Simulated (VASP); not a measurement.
# BAs (F-43m) in VASP: a series of runs

BAs is run at these levels: r2SCAN; tasks: single point.

Program: VASP 6.6.1. These are calculated values, not measurements. Logs are shortened: lines on timing, memory, paths and dates and some standing lists are left out, and cuts for length are marked.

**1. The cell of the first run**

The structure is cubic, space group F-43m (No. 216). Conventional cell: a = 4.831 Å, b = 4.831 Å, c = 4.831 Å, α = 90.00°, β = 90.00°, γ = 90.00°. Within 2.8 Å of B (site symmetry -43m) lie 4 As at 2.09 Å. As (site symmetry -43m) has 4 B at 2.09 Å within 2.8 Å.

**2. Single point, r2SCAN (volume scaled by 1.03)**

POSCAR

```
BAs
1.0
    0.0000000000      2.4156010625      2.4156010625
    2.4156010625      0.0000000000      2.4156010625
    2.4156010625      2.4156010625      0.0000000000
B As
1 1
Direct
    0.0000000000      0.0000000000      0.0000000000
    0.2500000000      0.2500000000      0.2500000000
```

INCAR.step1

```
SYSTEM = BAs
PREC = Accurate
ENCUT = 520
ISMEAR = 0
SIGMA = 0.02
LREAL = .FALSE.
LASPH = .TRUE.
NELM = 60
NBANDS = 11
GGA = PE
ALGO = Normal
EDIFF = 1E-4
LWAVE = .TRUE.
LCHARG = .FALSE.
```

INCAR.step2

```
SYSTEM = BAs
PREC = Accurate
ENCUT = 520
EDIFF = 1E-6
ISMEAR = 0
SIGMA = 0.02
LREAL = .FALSE.
LASPH = .TRUE.
NELM = 60
ALGO = Normal
ISIF = 2
LWAVE = .FALSE.
LCHARG = .TRUE.
METAGGA = R2SCAN
LMIXTAU = .TRUE.
LELF = .TRUE.
LVHAR = .TRUE.
NBANDS = 11
ISTART = 1
```

KPOINTS

```
regular mesh
0
G
  10 10 10
  0 0 0
```

Potentials or basis: VASP PAW PBE potentials, release 64 (B, As).

Started as:

```console
$ cat potpaw_PBE.64/B/POTCAR potpaw_PBE.64/As/POTCAR > POTCAR
$ cp INCAR.step1 INCAR
$ mpirun -np 1 vasp_std > vasp.out
$ cp INCAR.step2 INCAR
$ mpirun -np 1 vasp_std > vasp.out
```

OUTCAR:

```text
SYSTEM = BAs
   PREC = Accurate
   ENCUT = 520
   EDIFF = 1E-6
   ISMEAR = 0
   LREAL = .FALSE.
   LASPH = .TRUE.
   NELM = 60
   ISIF = 2
   METAGGA = R2SCAN
   ISTART = 1

 ion  position               nearest neighbor table
   1  0.000  0.000  0.000-   2 2.09   2 2.09   2 2.09   2 2.09
   2  0.250  0.250  0.250-   1 2.09   1 2.09   1 2.09   1 2.09

  LATTYP: Found a face centered cubic cell.
 ALAT       =     4.8312021250

  Lattice vectors:

 A1 = (   0.0000000000,   2.4156010625,   2.4156010625)
 A2 = (   2.4156010625,   0.0000000000,   2.4156010625)
 A3 = (   2.4156010625,   2.4156010625,   0.0000000000)

Analysis of symmetry for initial positions (statically):
=====================================================================
 Subroutine PRICEL returns:
 Original cell was already a primitive cell.

 Routine SETGRP: Setting up the symmetry group for a
 face centered cubic supercell.

 Subroutine GETGRP returns: Found 24 space group operations
 (whereof 24 operations were pure point group operations)
 out of a pool of 48 trial point group operations.

The static configuration has the point symmetry T_d .

Analysis of symmetry for dynamics (positions and initial velocities):
=====================================================================
 Subroutine PRICEL returns:
 Original cell was already a primitive cell.

 Routine SETGRP: Setting up the symmetry group for a
 face centered cubic supercell.

 Subroutine GETGRP returns: Found 24 space group operations
 (whereof 24 operations were pure point group operations)
 out of a pool of 48 trial point group operations.

The dynamic configuration has the point symmetry T_d .

 Subroutine INISYM returns: Found 24 space group operations
 (whereof 24 operations are pure point group operations),
 and found     1 'primitive' translations

----------------------------------------------------------------------------------------

                                     Primitive cell

  volume of cell :      28.1907

  direct lattice vectors                    reciprocal lattice vectors
     0.000000000  2.415601062  2.415601062    -0.206987821  0.206987821  0.206987821
     2.415601062  0.000000000  2.415601062     0.206987821 -0.206987821  0.206987821
     2.415601062  2.415601062  0.000000000     0.206987821  0.206987821 -0.206987821

  length of vectors
     3.416175784  3.416175784  3.416175784     0.358513422  0.358513422  0.358513422

  position of ions in fractional coordinates (direct lattice)
     0.000000000  0.000000000  0.000000000
     0.250000000  0.250000000  0.250000000

  ion indices of the primitive-cell ions
   primitive index   ion index
                 1           1
                 2           2

----------------------------------------------------------------------------------------

 KPOINTS: regular mesh

Automatic generation of k-mesh.
 Grid dimensions read from file:
 generate k-points for:   10   10   10

 Generating k-lattice:

  Cartesian coordinates                     Fractional coordinates (reciprocal lattice)
    -0.020698782  0.020698782  0.020698782     0.100000000  0.000000000  0.000000000
     0.020698782 -0.020698782  0.020698782     0.000000000  0.100000000  0.000000000
     0.020698782  0.020698782 -0.020698782     0.000000000  0.000000000  0.100000000

  Length of vectors
     0.035851342  0.035851342  0.035851342

  Shift w.r.t. Gamma in fractional coordinates (k-lattice)
     0.000000000  0.000000000  0.000000000

 Subroutine IBZKPT returns following result:
 ===========================================

 Found     47 irreducible k-points:

 Following reciprocal coordinates:
            Coordinates               Weight
  0.000000  0.000000  0.000000      1.000000
  0.100000  0.000000  0.000000      8.000000
  0.200000  0.000000  0.000000      8.000000
  0.300000  0.000000  0.000000      8.000000
  0.400000  0.000000  0.000000      8.000000
  0.500000  0.000000  0.000000      4.000000
[... 16 lines left out ...]
  0.300000  0.300000  0.000000      6.000000
  0.400000  0.300000  0.000000     24.000000
 [... further k-points ...]
   k-points           NKPTS =     47   k-points in BZ     NKDIM =     47   number of bands    NBANDS=     11
   number of dos      NEDOS =    301   number of ions     NIONS =      2
   total plane-waves  NPLWV =  21952
   dimension x,y,z NGX =    28 NGY =   28 NGZ =   28
   dimension x,y,z NGXF=    56 NGYF=   56 NGZF=   56
   ions per type =               1   1
   NGX,Y,Z   is equivalent  to a cutoff of  13.63, 13.63, 13.63 a.u.
   NGXF,Y,Z  is equivalent  to a cutoff of  27.25, 27.25, 27.25 a.u.
 SYSTEM =  BAs
   PREC   = accura    normal or accurate (medium, high low for compatibility)
   ISTART =      1    job   : 0-new  1-cont  2-samecut
   ICHARG =      0    charge: 1-file 2-atom 10-const
   ISPIN  =      1    spin polarized calculation?
   LNONCOLLINEAR =      F non collinear calculations
   LSORBIT =      F    spin-orbit coupling
   LASPH  =      T    aspherical Exc in radial PAW
   ENCUT  =  520.0 eV  38.22 Ry    6.18 a.u.   6.35  6.35  6.35*2*pi/ulx,y,z
   NELM   =     60;   NELMIN=  2; NELMDL=  0     # of ELM steps
   EDIFF  = 0.1E-05   stopping-criterion for ELM
   LREAL  =      F    real-space projection
   EDIFFG = 0.1E-04   stopping-criterion for IOM
   NSW    =      0    number of steps for IOM
   IBRION =     -1    ionic relax: 0-MD 1-quasi-New 2-CG
   NFREE  =      0    steps in history (QN), initial steepest desc. (CG)
   ISIF   =      2    stress and relaxation
   ISYM   =      2    0-nonsym 1-usesym 2-fastsym
   POTIM  = 0.5000    time-step for ionic-motion
   TEBEG  =    0.0;   TEEND  =   0.0 temperature during run
   PSTRESS=    0.0 pullay stress
   NELECT =       8.0000    total number of electrons
   NUPDOWN=      -1.0000    fix difference up-down
   EMIN   =  10.00;   EMAX   =-10.00  energy-range for DOS
   EFERMI =   0.00;   METHOD = LEGACY
   ISMEAR =     0;   SIGMA  =   0.02  broadening in eV -4-tet -1-fermi 0-gaus
   EFERMI_NEDOS =   21; number of points for ismear=-14 and -15
   IALGO  =     38    algorithm
   IMIX   =      4    mixing-type and parameters
     AMIX     =   0.40;   BMIX     =  1.00
     AMIX_MAG =   1.60;   BMIX_MAG =  1.00
  volume/ion in A,a.u.               =      14.10        95.12
  Fermi-wavevector in a.u.,A,eV,Ry     =   1.075812  2.032989 15.746987  1.157371
  Thomas-Fermi vector in A             =   2.211679
   LORBIT       =      0    0 simple, 1 ext, 2 COOP (PROOUT), +10 PAW based schemes
   METAGGA = R2SCAN    functional components
   LHFCALC =     F    Hartree Fock is set to
   AEXX    =    0.0000 exact exchange contribution
   IVDW    =     0    specifies the selected vdW correction
   LEPSILON=     F    determine dielectric tensor
   LRPA    =     F    only Hartree local field effects (RPA)
 non-spin polarized calculation
 Gauss-broadening in eV      SIGMA  =   0.02
  energy-cutoff  :      520.00
  volume of cell :       28.19
 maximum number of plane-waves:       769
 NGX is ok and might be reduce to    28
   NGX = 13   NGY = 13   NGZ = 13

 number of electron       8.0000000 magnetization

 Free energy of the ion-electron system (eV)
  ---------------------------------------------------
  ext. energy  EPLUGINS =         0.00000000
  ---------------------------------------------------
  free energy    TOTEN  =       -22.24713650 eV

  energy without entropy =      -22.24713650  energy(sigma->0) =      -22.24713650

 E-fermi :   5.7862     XC(G=0): -10.9806

 val. band max:        5.6504573828   @ k =   0.0000   0.0000   0.0000
 cond. band min:       7.0560610891   @ k =   0.4000   0.4000   0.0000
 fundamental gap:      1.4056037063
 Fermi energy:         5.7861758004

 k-point     1 :       0.0000    0.0000    0.0000
  band No.  band energies     occupation
      1     -10.1906      2.00000
      2       5.6505      2.00000
      3       5.6505      2.00000
      4       5.6505      2.00000
      5       9.0586      0.00000
      6       9.0586      0.00000
      7       9.0586      0.00000
      8      10.3537      0.00000
      9      15.8474      0.00000
     10      18.9603      0.00000
     11      18.9603      0.00000

 k-point     2 :       0.1000    0.0000    0.0000
  band No.  band energies     occupation
      1     -10.0234      2.00000
      2       4.2016      2.00000
      3       5.3414      2.00000
      4       5.3414      2.00000
      5       9.2170      0.00000
      6       9.4673      0.00000
      7       9.4673      0.00000
      8      11.3073      0.00000
      9      16.4796      0.00000
     10      17.9797      0.00000
     11      17.9797      0.00000

 k-point     3 :       0.2000    0.0000    0.0000
  band No.  band energies     occupation
      1      -9.5305      2.00000
      2       1.7726      2.00000
      3       4.7502      2.00000
      4       4.7502      2.00000
      5       8.9800      0.00000
      6      10.2136      0.00000
      7      10.2136      0.00000
      8      13.1148      0.00000
      9      17.2704      0.00000
     10      17.2704      0.00000
     11      17.4749      0.00000

 k-point     4 :       0.3000    0.0000    0.0000
  band No.  band energies     occupation
      1      -8.7511      2.00000
      2      -0.5685      2.00000
      3       4.2256      2.00000
      4       4.2256      2.00000
      5       8.6875      0.00000
      6      10.6513      0.00000
      7      10.6513      0.00000
      8      14.5806      0.00000
      9      17.5600      0.00000
     10      17.7280      0.00000
     11      17.7280      0.00000

 k-point     5 :       0.4000    0.0000    0.0000
  band No.  band energies     occupation
      1      -7.8252      2.00000
      2      -2.4738      2.00000
      3       3.8883      2.00000
      4       3.8883      2.00000
      5       8.4899      0.00000
      6      10.7016      0.00000
      7      10.7016      0.00000
      8      15.1233      0.00000
      9      18.2862      0.00000
     10      19.2913      0.00000
     11      19.2913      0.00000
[... 211 lines left out ...]
 k-point    21 :      -0.3000    0.2000    0.0000
  band No.  band energies     occupation
      1      -7.6031      2.00000
      2      -1.6143      2.00000
      3       0.9525      2.00000
      4       3.6433      2.00000
      5       9.3958      0.00000
      6      11.8290      0.00000
      7      12.1576      0.00000
      8      14.1735      0.00000
      9      16.7883      0.00000
     10      18.2505      0.00000
     11      21.5826      0.00000

 k-point    22 :      -0.2000    0.2000    0.0000
  band No.  band energies     occupation
      1      -8.4822      2.00000
      2      -0.0255      2.00000
      3       1.5256      2.00000
      4       4.3164      2.00000
      5       9.7786      0.00000
      6      10.9702      0.00000
      7      11.9106      0.00000
      8      13.0319      0.00000
      9      15.9797      0.00000
     10      18.8423      0.00000
     11      20.3936      0.00000

 k-point    23 :       0.3000    0.3000    0.0000
  band No.  band energies     occupation
      1      -8.2382      2.00000
      2       0.1904      2.00000
      3       2.3971      2.00000
      4       2.3971      2.00000
      5       7.2623      0.00000
      6       9.6141      0.00000
      7      14.4224      0.00000
      8      14.4224      0.00000
      9      17.1282      0.00000
     10      21.1821      0.00000
     11      21.2649      0.00000

 k-point    24 :       0.4000    0.3000    0.0000
  band No.  band energies     occupation
      1      -7.4972      2.00000
      2      -1.0856      2.00000
      3       1.6119      2.00000
      4       2.0931      2.00000
      5       7.5747      0.00000
      6       9.3446      0.00000
      7      14.8195      0.00000
      8      15.0698      0.00000
      9      18.2912      0.00000
     10      21.9771      0.00000
     11      22.0142      0.00000

 [... further k-points ...]
[... 5 lines left out ...]
  --------------------------------------------------------------------------------------
  -------------------------------------------------------------------------------------
  Total       -0.6578351     -0.6578351     -0.6578351     -0.0000000      0.0000000      0.0000000
  in kB      -37.3871201    -37.3871201    -37.3871201     -0.0000000      0.0000000      0.0000000
  external PRESSURE =     -37.3871201 kB  Pullay stress =       0.0000000 kB

 VOLUME and BASIS-vectors are now :
 -----------------------------------------------------------------------------
  energy-cutoff  :      520.00
  volume of cell :       28.19
      direct lattice vectors                 reciprocal lattice vectors
     0.000000000  2.415601062  2.415601062    -0.206987821  0.206987821  0.206987821
     2.415601062  0.000000000  2.415601062     0.206987821 -0.206987821  0.206987821
     2.415601062  2.415601062  0.000000000     0.206987821  0.206987821 -0.206987821

 POSITION                                       TOTAL-FORCE (eV/Angst)
 -----------------------------------------------------------------------------------
      0.00000      0.00000      0.00000         0.000000      0.000000      0.000000
      1.20780      1.20780      1.20780        -0.000000     -0.000000     -0.000000
 -----------------------------------------------------------------------------------
    total drift:                               -0.000000     -0.000000     -0.000000

  FREE ENERGIE OF THE ION-ELECTRON SYSTEM (eV)
  ---------------------------------------------------
  free  energy   TOTEN  =       -22.2471365029 eV

  energy  without entropy=      -22.2471365029  energy(sigma->0) =      -22.24713650
```

It took 51 s on 1 thread of Intel Xeon Platinum 8488C (Sapphire Rapids), shared host; peak memory 0.16 GiB.

What came out:

```yaml
Free_energy: -22.2471 eV
Pressure: -3.7 GPa
Band_gap_on_the_k_mesh: 1.41 eV, indirect (least direct gap 3.41 eV)
```

Caveat: the PAW data sets were made with another functional, which shifts forces and pressure a little. A k mesh can miss the band edges.

(Part 1 of 3 ends here.)
